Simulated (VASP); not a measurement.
A run of VASP 6.6.1 is set up as follows.

The input INCAR:

```
  PREC = Accurate
  ENCUT = 520
  EDIFF = 1E-6
  ISMEAR = -1
  SIGMA = 0.05
  LREAL = F
  LASPH = T
  NELM = 80
  ALGO = Normal
  ISIF = 2
  LWAVE = F
  LCHARG = F
  GGA = PS
  NBANDS = 15
```

File KPOINTS:

```
regular mesh
0
Gamma
  12 12 9
```

POSCAR

```
HfB2
1.0
    3.1268320588      0.0000000000      0.0000000000
   -1.5634160294      2.7079159963      0.0000000000
    0.0000000000      0.0000000000      3.4486510140
Hf B
1 2
Direct
    0.0000000000      0.0000000000      0.0000000000
    0.3333333333      0.6666666667      0.5000000000
    0.6666666667      0.3333333333      0.5000000000
```

Potentials or basis: VASP PAW PBE potentials, release 64 (Hf_pv, B).

Run with:

```sh
$ cat potpaw_PBE.64/Hf_pv/POTCAR potpaw_PBE.64/B/POTCAR > POTCAR
$ mpirun -np 1 vasp_std > vasp.out
```

**Question.** Estimate the band gap on the k mesh.

**Answer.** Zero (band 8 reaches 8.43 eV, above the bottom of band 9 at 7.12 eV).

**Question.** Estimate the pressure.

**Answer.** -0.1 GPa.

Stress tensor (GPa, compression positive):
```
-0.20  0.00  0.00
 0.00 -0.20  0.00
 0.00  0.00  0.14
```

Caveat: the PAW data sets were made with another functional, which shifts forces and pressure a little; spin-orbit coupling is left out, which moves the levels of the heavy elements.
